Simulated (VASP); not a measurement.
# CaF (P-3m1) in VASP: single point with PBE

Aim: the single point of CaF with PBE.

Program: VASP 6.6.1. These are calculated values, not measurements. Logs are shortened: lines on timing, memory, paths and dates and some standing lists are left out, and cuts for length are marked.

### Step 1. The cell of the first run

Symmetry: P-3m1, No. 164, trigonal system. The conventional cell has a = 3.851 Å, b = 3.851 Å, c = 6.461 Å, α = 90.00°, β = 90.00°, γ = 120.00°. Ca (site symmetry 3m) has 4 F at 2.37 to 2.45 Å within 3.1 Å. Within 3.1 Å of F (site symmetry 3m) lie 4 Ca at 2.37 to 2.45 Å and 3 F at 2.76 Å.

### Step 2. Single point, PBE

INCAR reads:

```
SYSTEM = CaF
ALGO = Normal
EDIFF = 1E-6
ENCUT = 520
GGA = PE
ISIF = 2
ISMEAR = 0
LASPH = .True.
LCHARG = .False.
LREAL = .False.
LWAVE = .False.
NBANDS = 25
NELM = 100
PREC = Accurate
SIGMA = 0.1
```

KPOINTS reads:

```
k-points
0
Gamma
  12 12 8
  0 0 0
```

POSCAR reads:

```
CaF
1.0
    3.8507370955      0.0000000000      0.0000000000
   -1.9253685478      3.3348361480      0.0000000000
    0.0000000000      0.0000000000      6.4611057129
Ca F
2 2
Direct
    0.6666666667      0.3333333333      0.2475021819
    0.3333333333      0.6666666667      0.7524978181
    0.6666666667      0.3333333333      0.6260736040
    0.3333333333      0.6666666667      0.3739263960
```

Potentials or basis: VASP PAW PBE potentials, release 64 (Ca_sv, F).

Run with:

```sh
$ cat potpaw_PBE.64/Ca_sv/POTCAR potpaw_PBE.64/F/POTCAR > POTCAR
$ mpirun -np 1 vasp_std > vasp.out
```

OUTCAR:

```text
SYSTEM = CaF
   EDIFF = 1E-6
   ENCUT = 520
   GGA = PE
   ISIF = 2
   ISMEAR = 0
   LASPH = .True.
   LREAL = .False.
   NELM = 100
   PREC = Accurate

 ion  position               nearest neighbor table
   1  0.667  0.333  0.248-   4 2.37   4 2.37   4 2.37   3 2.45
   2  0.333  0.667  0.752-   3 2.37   3 2.37   3 2.37   4 2.45
   3  0.667  0.333  0.626-   2 2.37   2 2.37   2 2.37   1 2.45
   4  0.333  0.667  0.374-   1 2.37   1 2.37   1 2.37   2 2.45

  LATTYP: Found a hexagonal cell.
 ALAT       =     3.8507370955
 C/A-ratio  =     1.6778880387

  Lattice vectors:

 A1 = (   3.8507370955,   0.0000000000,   0.0000000000)
 A2 = (  -1.9253685478,   3.3348361480,   0.0000000000)
 A3 = (   0.0000000000,   0.0000000000,   6.4611057129)

Analysis of symmetry for initial positions (statically):
=====================================================================
 Subroutine PRICEL returns:
 Original cell was already a primitive cell.

 Routine SETGRP: Setting up the symmetry group for a
 hexagonal supercell.

 Subroutine GETGRP returns: Found 12 space group operations
 (whereof 12 operations were pure point group operations)
 out of a pool of 24 trial point group operations.

The static configuration has the point symmetry D_3d.

Analysis of symmetry for dynamics (positions and initial velocities):
=====================================================================
 Subroutine PRICEL returns:
 Original cell was already a primitive cell.

 Routine SETGRP: Setting up the symmetry group for a
 hexagonal supercell.

 Subroutine GETGRP returns: Found 12 space group operations
 (whereof 12 operations were pure point group operations)
 out of a pool of 24 trial point group operations.

The dynamic configuration has the point symmetry D_3d.

 Subroutine INISYM returns: Found 12 space group operations
 (whereof 12 operations are pure point group operations),
 and found     1 'primitive' translations

----------------------------------------------------------------------------------------

                                     Primitive cell

  volume of cell :      82.9708

  direct lattice vectors                    reciprocal lattice vectors
     3.850737095  0.000000000  0.000000000     0.259690541  0.149932404  0.000000000
    -1.925368548  3.334836148  0.000000000     0.000000000  0.299864808  0.000000000
[... 83 lines left out ...]
   ISPIN  =      1    spin polarized calculation?
   LNONCOLLINEAR =      F non collinear calculations
   LSORBIT =      F    spin-orbit coupling
   LASPH  =      T    aspherical Exc in radial PAW
   ENCUT  =  520.0 eV  38.22 Ry    6.18 a.u.   7.16  7.16 12.01*2*pi/ulx,y,z
   NELM   =    100;   NELMIN=  2; NELMDL= -5     # of ELM steps
   EDIFF  = 0.1E-05   stopping-criterion for ELM
   LREAL  =      F    real-space projection
   EDIFFG = 0.1E-04   stopping-criterion for IOM
   NSW    =      0    number of steps for IOM
   IBRION =     -1    ionic relax: 0-MD 1-quasi-New 2-CG
   NFREE  =      0    steps in history (QN), initial steepest desc. (CG)
   ISIF   =      2    stress and relaxation
   ISYM   =      2    0-nonsym 1-usesym 2-fastsym
   POTIM  = 0.5000    time-step for ionic-motion
   TEBEG  =    0.0;   TEEND  =   0.0 temperature during run
   PSTRESS=    0.0 pullay stress
   NELECT =      34.0000    total number of electrons
   NUPDOWN=      -1.0000    fix difference up-down
   EMIN   =  10.00;   EMAX   =-10.00  energy-range for DOS
   EFERMI =   0.00;   METHOD = LEGACY
   ISMEAR =     0;   SIGMA  =   0.10  broadening in eV -4-tet -1-fermi 0-gaus
   EFERMI_NEDOS =   21; number of points for ismear=-14 and -15
   IALGO  =     38    algorithm
   IMIX   =      4    mixing-type and parameters
     AMIX     =   0.40;   BMIX     =  1.00
     AMIX_MAG =   1.60;   BMIX_MAG =  1.00
  volume/ion in A,a.u.               =      20.74       139.98
  Fermi-wavevector in a.u.,A,eV,Ry     =   1.215979  2.297867 20.117640  1.478605
  Thomas-Fermi vector in A             =   2.351348
   LORBIT       =      0    0 simple, 1 ext, 2 COOP (PROOUT), +10 PAW based schemes
   GGA     = PE    functional components
   LHFCALC =     F    Hartree Fock is set to
   AEXX    =    0.0000 exact exchange contribution
   IVDW    =     0    specifies the selected vdW correction
   LEPSILON=     F    determine dielectric tensor
   LRPA    =     F    only Hartree local field effects (RPA)
 non-spin polarized calculation
 Gauss-broadening in eV      SIGMA  =   0.10
  energy-cutoff  :      520.00
  volume of cell :       82.97
 maximum number of plane-waves:      2262
 NGX is ok and might be reduce to    30
   NGX = 15   NGY = 15   NGZ = 25

 number of electron      33.9999972 magnetization

 Free energy of the ion-electron system (eV)
  ---------------------------------------------------
  ext. energy  EPLUGINS =         0.00000000
  ---------------------------------------------------
  free energy    TOTEN  =       -18.80340479 eV

  energy without entropy =      -18.80186066  energy(sigma->0) =      -18.80263273

 E-fermi :   3.7189     XC(G=0):  -8.6717

 val. band max:        3.7121987235   @ k =   0.3333   0.3333   0.5000
 cond. band min:       3.7348431759   @ k =   0.0000   0.0000   0.3750
 fundamental gap:      0.0226444523
 Fermi energy:         3.7189361491

 k-point     1 :       0.0000    0.0000    0.0000
  band No.  band energies     occupation
      1     -38.5410      2.00000
      2     -38.5214      2.00000
      3     -22.5635      2.00000
      4     -22.0136      2.00000
      5     -19.5059      2.00000
      6     -19.5059      2.00000
[... 661 lines left out ...]
     24       7.3085      0.00000
     25       7.5280      0.00000

 [... further k-points ...]
[... 5 lines left out ...]
  --------------------------------------------------------------------------------------
  -------------------------------------------------------------------------------------
  Total        0.0593373      0.0593373      0.0324828     -0.0000000     -0.0000000      0.0000000
  in kB        1.1458115      1.1458115      0.6272471     -0.0000000     -0.0000000      0.0000000
  external PRESSURE =       0.9729567 kB  Pullay stress =       0.0000000 kB

 VOLUME and BASIS-vectors are now :
 -----------------------------------------------------------------------------
  energy-cutoff  :      520.00
  volume of cell :       82.97
      direct lattice vectors                 reciprocal lattice vectors
     3.850737095  0.000000000  0.000000000     0.259690541  0.149932404  0.000000000
    -1.925368548  3.334836148  0.000000000     0.000000000  0.299864808  0.000000000
     0.000000000  0.000000000  6.461105713     0.000000000  0.000000000  0.154772270

 POSITION                                       TOTAL-FORCE (eV/Angst)
 -----------------------------------------------------------------------------------
      1.92537      1.11161      1.59914        -0.000000      0.000000     -0.033971
     -0.00000      2.22322      4.86197         0.000000     -0.000000      0.033971
      1.92537      1.11161      4.04513         0.000000      0.000000     -0.004638
     -0.00000      2.22322      2.41598        -0.000000      0.000000      0.004638
 -----------------------------------------------------------------------------------
    total drift:                               -0.000000      0.000000      0.000000

  FREE ENERGIE OF THE ION-ELECTRON SYSTEM (eV)
  ---------------------------------------------------
  free  energy   TOTEN  =       -18.8034047873 eV

  energy  without entropy=      -18.8018606646  energy(sigma->0) =      -18.80263273
```

stdout:

```text
POSCAR found type information on POSCAR CaF
 POSCAR found :  2 types and       4 ions
 scaLAPACK will be used
 LDA part: xc-table for (Slater+PW92), standard interpolation
 POSCAR, INCAR and KPOINTS ok, starting setup
 FFT: planning ... GRIDC
 FFT: planning ... GRID_SOFT
 FFT: planning ... GRID
 WAVECAR not read
 entering main loop
```

It took 6.5 min on 1 thread of Intel Xeon 8259CL, shared host; peak memory 0.36 GiB.

What came out:

* Free energy: -18.8034 eV
* Pressure: 0.1 GPa
* Largest force: 0.034 eV/Å
* Band gap on the k mesh: zero (bands 17 and 18 overlap by 0.15 eV)

Forces in eV/Å, atoms in the order of the input:
```
Ca   0.000  0.000 -0.034
Ca   0.000  0.000  0.034
F    0.000  0.000 -0.005
F    0.000  0.000  0.005
```

Levels at points of the mesh, in eV from the Fermi level:
| k point | band 14 | band 15 | band 16 | band 17 | band 18 | band 19 | band 20 | band 21 |
| --- | --- | --- | --- | --- | --- | --- | --- | --- |
| (0.00, 0.00, 0.00) | -7.31 | -7.31 | -7.17 | -2.58 | 1.05 | 1.73 | 2.56 | 2.56 |
| (0.50, 0.00, 0.00) | -7.17 | -7.05 | -7.00 | -0.33 | 0.39 | 1.22 | 1.98 | 2.59 |
| (0.00, 0.00, 0.50) | -7.31 | -7.30 | -7.30 | -1.91 | -0.16 | 2.40 | 2.69 | 2.69 |
| (0.50, 0.00, 0.50) | -7.17 | -7.07 | -7.00 | -0.23 | 0.63 | 1.54 | 1.87 | 2.75 |
